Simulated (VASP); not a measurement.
# B (Pm-3m) in VASP: notebook

The runs below take B through single point, relaxation of cell and atoms, with PBEsol.

Program: VASP 6.6.1. These are calculated values, not measurements. Logs are shortened: lines on timing, memory, paths and dates and some standing lists are left out, and cuts for length are marked.

### 1 The cell of the first run

The structure is cubic, space group Pm-3m (No. 221). Conventional cell: a = 1.949 Å, b = 1.949 Å, c = 1.949 Å, α = 90.00°, β = 90.00°, γ = 90.00°. Within 2.6 Å of B (site symmetry m-3m) lie 6 B at 1.95 Å.

### 2 Single point, PBEsol (volume scaled by 1.12)

Input file INCAR:

```
  PREC = Accurate
  ENCUT = 520
  EDIFF = 1E-6
  ISMEAR = -1
  SIGMA = 0.1
  LREAL = F
  LASPH = T
  NELM = 80
  ALGO = Normal
  ISIF = 2
  LWAVE = F
  LCHARG = F
  GGA = PS
  NBANDS = 8
```

Input file KPOINTS:

```
Automatic mesh
0
Gamma
  19 19 19
```

Input file POSCAR:

```
B
1.0
    1.9485262276      0.0000000000      0.0000000000
    0.0000000000      1.9485262276      0.0000000000
    0.0000000000      0.0000000000      1.9485262276
B
1
Direct
    0.0000000000      0.0000000000      0.0000000000
```

Potentials or basis: VASP PAW PBE potentials, release 64 (B).

The run is started by

```sh
cat potpaw_PBE.64/B/POTCAR > POTCAR
mpirun -np 1 vasp_std > vasp.out
```

OUTCAR:

```text
PREC = Accurate
   ENCUT = 520
   EDIFF = 1E-6
   ISMEAR = -1
   LREAL = F
   LASPH = T
   NELM = 80
   ISIF = 2
   GGA = PS

 ion  position               nearest neighbor table
   1  0.000  0.000  0.000-

  LATTYP: Found a simple cubic cell.
 ALAT       =     1.9485262276

  Lattice vectors:

 A1 = (   1.9485262276,   0.0000000000,   0.0000000000)
 A2 = (   0.0000000000,   1.9485262276,   0.0000000000)
 A3 = (   0.0000000000,   0.0000000000,   1.9485262276)

Analysis of symmetry for initial positions (statically):
=====================================================================
 Subroutine PRICEL returns:
 Original cell was already a primitive cell.

 Routine SETGRP: Setting up the symmetry group for a
 simple cubic supercell.

 Subroutine GETGRP returns: Found 48 space group operations
 (whereof 48 operations were pure point group operations)
 out of a pool of 48 trial point group operations.

The static configuration has the point symmetry O_h .

Analysis of symmetry for dynamics (positions and initial velocities):
=====================================================================
 Subroutine PRICEL returns:
 Original cell was already a primitive cell.

 Routine SETGRP: Setting up the symmetry group for a
 simple cubic supercell.

 Subroutine GETGRP returns: Found 48 space group operations
 (whereof 48 operations were pure point group operations)
 out of a pool of 48 trial point group operations.

The dynamic configuration has the point symmetry O_h .

 Subroutine INISYM returns: Found 48 space group operations
 (whereof 48 operations are pure point group operations),
 and found     1 'primitive' translations

----------------------------------------------------------------------------------------

                                     Primitive cell

  volume of cell :       7.3981

  direct lattice vectors                    reciprocal lattice vectors
     1.948526228  0.000000000  0.000000000     0.513208386  0.000000000  0.000000000
     0.000000000  1.948526228  0.000000000     0.000000000  0.513208386  0.000000000
     0.000000000  0.000000000  1.948526228     0.000000000  0.000000000  0.513208386

  length of vectors
     1.948526228  1.948526228  1.948526228     0.513208386  0.513208386  0.513208386

  position of ions in fractional coordinates (direct lattice)
     0.000000000  0.000000000  0.000000000

[... 69 lines left out ...]
   ISPIN  =      1    spin polarized calculation?
   LNONCOLLINEAR =      F non collinear calculations
   LSORBIT =      F    spin-orbit coupling
   LASPH  =      T    aspherical Exc in radial PAW
   ENCUT  =  520.0 eV  38.22 Ry    6.18 a.u.   3.62  3.62  3.62*2*pi/ulx,y,z
   NELM   =     80;   NELMIN=  2; NELMDL= -5     # of ELM steps
   EDIFF  = 0.1E-05   stopping-criterion for ELM
   LREAL  =      F    real-space projection
   EDIFFG = 0.1E-04   stopping-criterion for IOM
   NSW    =      0    number of steps for IOM
   IBRION =     -1    ionic relax: 0-MD 1-quasi-New 2-CG
   NFREE  =      0    steps in history (QN), initial steepest desc. (CG)
   ISIF   =      2    stress and relaxation
   ISYM   =      2    0-nonsym 1-usesym 2-fastsym
   POTIM  = 0.5000    time-step for ionic-motion
   TEBEG  =    0.0;   TEEND  =   0.0 temperature during run
   PSTRESS=    0.0 pullay stress
   NELECT =       3.0000    total number of electrons
   NUPDOWN=      -1.0000    fix difference up-down
   EMIN   =  10.00;   EMAX   =-10.00  energy-range for DOS
   EFERMI =   0.00;   METHOD = LEGACY
   ISMEAR =    -1;   SIGMA  =   0.10  broadening in eV -4-tet -1-fermi 0-gaus
   EFERMI_NEDOS =   21; number of points for ismear=-14 and -15
   IALGO  =     38    algorithm
   IMIX   =      4    mixing-type and parameters
     AMIX     =   0.40;   BMIX     =  1.00
     AMIX_MAG =   1.60;   BMIX_MAG =  1.00
  volume/ion in A,a.u.               =       7.40        49.92
  Fermi-wavevector in a.u.,A,eV,Ry     =   1.211739  2.289854 19.977581  1.468311
  Thomas-Fermi vector in A             =   2.347245
   LORBIT       =      0    0 simple, 1 ext, 2 COOP (PROOUT), +10 PAW based schemes
   GGA     = PS    functional components
   LHFCALC =     F    Hartree Fock is set to
   AEXX    =    0.0000 exact exchange contribution
   IVDW    =     0    specifies the selected vdW correction
   LEPSILON=     F    determine dielectric tensor
   LRPA    =     F    only Hartree local field effects (RPA)
 non-spin polarized calculation
  energy-cutoff  :      520.00
  volume of cell :        7.40
 maximum number of plane-waves:       211
   NGX =  7   NGY =  7   NGZ =  7

 number of electron       3.0000000 magnetization

 Free energy of the ion-electron system (eV)
  ---------------------------------------------------
  ext. energy  EPLUGINS =         0.00000000
  ---------------------------------------------------
  free energy    TOTEN  =        -5.93139469 eV

  energy without entropy =       -5.92101852  energy(sigma->0) =       -5.92620660

 E-fermi :   6.0997     XC(G=0): -12.0188

 val. band max:        6.0233231811   @ k =   0.4737   0.4737   0.2632
 cond. band min:       6.1043517682   @ k =   0.4211   0.3684   0.2105
 fundamental gap:      0.0810285871
 Fermi energy:         6.0997217067

 k-point     1 :       0.0000    0.0000    0.0000
  band No.  band energies     occupation
      1      -8.8079      2.00000
      2      18.6132      0.00000
      3      18.6132      0.00000
      4      18.6132      0.00000
      5      28.8963      0.00000
      6      28.8963      0.00000
      7      36.5394      0.00000
      8      55.9160      0.00000
[... 243 lines left out ...]
 k-point    24 :       0.3158    0.1053    0.0000
  band No.  band energies     occupation
      1      -5.2598      2.00000
      2       6.3995      0.09502
      3      18.6123      0.00000
      4      21.0791      0.00000
      5      32.8176      0.00000
      6      34.5436      0.00000
      7      42.6000      0.00000
      8      44.0949      0.00000

 [... further k-points ...]
[... 5 lines left out ...]
  --------------------------------------------------------------------------------------
  -------------------------------------------------------------------------------------
  Total       -1.0125200     -1.0125200     -1.0125200     -0.0000000      0.0000000      0.0000000
  in kB     -219.2781878   -219.2781878   -219.2781878     -0.0000000      0.0000000      0.0000000
  external PRESSURE =    -219.2781878 kB  Pullay stress =       0.0000000 kB

 VOLUME and BASIS-vectors are now :
 -----------------------------------------------------------------------------
  energy-cutoff  :      520.00
  volume of cell :        7.40
      direct lattice vectors                 reciprocal lattice vectors
     1.948526228  0.000000000  0.000000000     0.513208386  0.000000000  0.000000000
     0.000000000  1.948526228  0.000000000     0.000000000  0.513208386  0.000000000
     0.000000000  0.000000000  1.948526228     0.000000000  0.000000000  0.513208386

 POSITION                                       TOTAL-FORCE (eV/Angst)
 -----------------------------------------------------------------------------------
      0.00000      0.00000      0.00000         0.000000      0.000000      0.000000
 -----------------------------------------------------------------------------------
    total drift:                                0.000000     -0.000000     -0.000000

  FREE ENERGIE OF THE ION-ELECTRON SYSTEM (eV)
  ---------------------------------------------------
  free  energy   TOTEN  =        -5.9313946865 eV

  energy  without entropy=       -5.9210185220  energy(sigma->0) =       -5.92620660
```

Wall time 7.1 s (1 thread of Intel Xeon 8259CL, shared host); peak memory 0.11 GiB.

What came out:

- Free energy: -5.9314 eV
- Pressure: -21.9 GPa

Caveat: the cell differs from its parent crystal (volume scaled by 1.12); the PAW data sets were made with another functional, which shifts forces and pressure a little.

### 3 Single point, PBEsol

This run uses another cell than the first one, of 6.61 Å³/atom, 0.893 times its volume.

Input file INCAR:

```
ALGO = Normal ; EDIFF = 1E-6
ENCUT = 520 ; GGA = PS
ISIF = 2 ; ISMEAR = -1
LASPH = True ; LCHARG = False
LREAL = False ; LWAVE = False
NBANDS = 8 ; NELM = 80
PREC = Accurate ; SIGMA = 0.1
```

Input file KPOINTS:

```
k-points
0
Gamma
  27 27 27
```

Input file POSCAR:

```
B
1.0
    1.8762912287      0.0000000000      0.0000000000
    0.0000000000      1.8762912287      0.0000000000
    0.0000000000      0.0000000000      1.8762912287
B
1
Direct
    0.0000000000      0.0000000000      0.0000000000
```

Potentials or basis: VASP PAW PBE potentials, release 64 (B).

The run is started by

```sh
cat potpaw_PBE.64/B/POTCAR > POTCAR
mpirun -np 1 vasp_std > vasp.out
```

OUTCAR:

```text
EDIFF = 1E-6
   ENCUT = 520
   GGA = PS
   ISIF = 2
   ISMEAR = -1
   LASPH = True
   LREAL = False
   NELM = 80
   PREC = Accurate

 ion  position               nearest neighbor table
   1  0.000  0.000  0.000-

  LATTYP: Found a simple cubic cell.
 ALAT       =     1.8762912287

  Lattice vectors:

 A1 = (   1.8762912287,   0.0000000000,   0.0000000000)
 A2 = (   0.0000000000,   1.8762912287,   0.0000000000)
 A3 = (   0.0000000000,   0.0000000000,   1.8762912287)

Analysis of symmetry for initial positions (statically):
[... 434 lines left out ...]
      2       4.9942      2.00000
      3      23.7097      0.00000
      4      24.0863      0.00000
      5      36.8997      0.00000
      6      37.3112      0.00000
      7      45.5203      0.00000
      8      46.0169      0.00000

 [... further k-points ...]
[... 5 lines left out ...]
  --------------------------------------------------------------------------------------
  -------------------------------------------------------------------------------------
  Total        0.0351444      0.0351444      0.0351444     -0.0000000      0.0000000     -0.0000000
  in kB        8.5244352      8.5244352      8.5244352     -0.0000000      0.0000000     -0.0000000
  external PRESSURE =       8.5244352 kB  Pullay stress =       0.0000000 kB

 VOLUME and BASIS-vectors are now :
 -----------------------------------------------------------------------------
  energy-cutoff  :      520.00
  volume of cell :        6.61
      direct lattice vectors                 reciprocal lattice vectors
     1.876291229  0.000000000  0.000000000     0.532966303  0.000000000  0.000000000
     0.000000000  1.876291229  0.000000000     0.000000000  0.532966303  0.000000000
     0.000000000  0.000000000  1.876291229     0.000000000  0.000000000  0.532966303

 POSITION                                       TOTAL-FORCE (eV/Angst)
 -----------------------------------------------------------------------------------
      0.00000      0.00000      0.00000         0.000000      0.000000      0.000000
 -----------------------------------------------------------------------------------
    total drift:                                0.000000     -0.000000     -0.000000

  FREE ENERGIE OF THE ION-ELECTRON SYSTEM (eV)
  ---------------------------------------------------
  free  energy   TOTEN  =        -5.9869630294 eV

  energy  without entropy=       -5.9777411738  energy(sigma->0) =       -5.98235210
```

OSZICAR:

```text
N       E                     dE             d eps       ncg     rms          rms(c)
DAV:   1    -0.379415554470E+01   -0.37942E+01   -0.15347E+03  9840   0.296E+02
DAV:   2    -0.599822671903E+01   -0.22041E+01   -0.20803E+01 11840   0.351E+01
DAV:   3    -0.600125385973E+01   -0.30271E-02   -0.30265E-02 10416   0.140E+00
DAV:   4    -0.600125397498E+01   -0.11524E-06   -0.11444E-06 12888   0.823E-03
DAV:   5    -0.600125397430E+01    0.67837E-09   -0.36659E-11 10168   0.264E-05    0.167E+00
DAV:   6    -0.599143005051E+01    0.98239E-02   -0.26899E-03 10432   0.280E-01    0.102E+00
DAV:   7    -0.598696348701E+01    0.44666E-02   -0.46326E-03 10776   0.374E-01    0.449E-02
DAV:   8    -0.598696335365E+01    0.13336E-06   -0.14039E-05  9824   0.327E-02    0.712E-03
DAV:   9    -0.598696302941E+01    0.32425E-06   -0.10424E-06 10752   0.607E-03
   1 F= -.59869630E+01 E0= -.59823521E+01  d E =-.922186E-02
```

stdout:

```text
POSCAR found type information on POSCAR B
 POSCAR found :  1 types and       1 ions
 scaLAPACK will be used
 -----------------------------------------------------------------------------
|                                                                             |
|                                                                             |
|     You enforced a specific xc type in the INCAR file but a different       |
|     I HOPE YOU KNOW WHAT YOU ARE DOING!                                     |
|                                                                             |
 -----------------------------------------------------------------------------

 LDA part: xc-table for (Slater+PW92), standard interpolation
 POSCAR, INCAR and KPOINTS ok, starting setup
 FFT: planning ... GRIDC
 FFT: planning ... GRID_SOFT
 FFT: planning ... GRID
 WAVECAR not read
 entering main loop
```

Wall time 16 s (1 thread of Intel Xeon 8259CL, shared host); peak memory 0.12 GiB.

Results:

| Property | Result |
| --- | --- |
| Free energy | -5.9870 eV |
| Pressure | 0.9 GPa |

Levels at points of the mesh, in eV from the Fermi level:
| k point | band 1 | band 2 | band 3 | band 4 |
| --- | --- | --- | --- | --- |
| (0.00, 0.00, 0.00) | -15.92 | 13.77 | 13.77 | 13.77 |

Caveat: the PAW data sets were made with another functional, which shifts forces and pressure a little.

### 4 Relaxation of cell and atoms, PBEsol

This run uses another cell than the first one, of 7.08 Å³/atom, 0.957 times its volume.

Input file INCAR:

```
ALGO = Normal ; EDIFF = 1E-7
EDIFFG = -0.01 ; ENCUT = 600
GGA = PS ; IBRION = 2
ISIF = 3 ; ISMEAR = -1
LASPH = T ; LCHARG = F
LREAL = F ; LWAVE = F
NELM = 60 ; NSW = 80
PREC = Accurate ; SIGMA = 0.1
```

Input file KPOINTS:

```
k-points
0
Gamma
  16 16 16
```

Input file POSCAR:

```
B
1.0
    1.9200471483      0.0000000000      0.0000000000
    0.0000000000      1.9200471483      0.0000000000
    0.0000000000      0.0000000000      1.9200471483
B
1
Direct
    0.0000000000      0.0000000000      0.0000000000
```

The run is started by

```sh
cat potpaw_PBE.64/B/POTCAR > POTCAR
mpirun -np 1 vasp_std > vasp.out
```

Wall time 9.3 s (1 thread of Intel Xeon 8259CL, shared host); peak memory 0.11 GiB.

The run converged. Its results:

| Item | Value |
| --- | --- |
| Free energy | -5.9963 eV |
| Relaxed volume | 6.61 Å³/atom |
| Relaxed cell | a = 1.877 Å, b = 1.877 Å, c = 1.877 Å, α = 90.00°, β = 90.00°, γ = 90.00° |
| Space group after relaxing (to 0.05 Å) | Pm-3m (No. 221) |
| Energy gained by relaxing | 22.4 meV/atom |
| Ionic steps | 3 |
| Pressure after relaxing | 0.0 GPa |

Step by step:
| step | energy change (eV) | largest force (eV/Å) | pressure (GPa) | volume (Å³) |
| --- | --- | --- | --- | --- |
| 1 | 0.0000 | 0.0000 | -14.60 | 7.08 |
| 2 | -0.0187 | 0.0000 | 6.85 | 6.44 |
| 3 | -0.0224 | 0.0000 | 0.02 | 6.61 |

Final structure:
```
B
1.0
     1.87695    0.00000    0.00000
     0.00000    1.87695    0.00000
     0.00000    0.00000    1.87695
B
1
Direct
  0.00000 0.00000 0.00000
```

Levels at points of the mesh, in eV from the Fermi level:
```csv
k point,band 1,band 2,band 3,band 4,band 5
"(0.00, 0.00, 0.00)",-15.93,13.74,13.74,13.74,24.20
"(0.50, 0.00, 0.00)",-8.40,-6.21,17.68,17.68,30.09
"(0.50, 0.50, 0.00)",-2.00,-2.00,4.47,8.04,20.89
"(0.50, 0.50, 0.50)",3.45,3.45,3.45,16.60,16.60
```

Caveat: the PAW data sets were made with another functional, which shifts forces and pressure a little.

### 5 Summary

| task | cell | k mesh | cutoff (eV) | gap on the mesh (eV) | pressure (GPa) |
| --- | --- | --- | --- | --- | --- |
| single point | a = 1.949 Å, 1 atom | 19 × 19 × 19 | 520 | none | -21.9 |
| single point | a = 1.876 Å, 1 atom | 27 × 27 × 27 | 520 | none | 0.9 |
| relaxation of cell and atoms | relaxed from a = 1.920 Å, 1 atom | 16 × 16 × 16 | 600 | none | 0.0 |

Alike in all rows: level PBEsol; potentials or basis VASP PAW PBE potentials, release 64 (B); no spin polarisation; smearing fermi-dirac 0.1 eV.

Caveats: the PAW data sets were made with another functional, which shifts forces and pressure a little.

Total energies depend on the potentials used, so only differences within one code and one set of settings carry meaning.
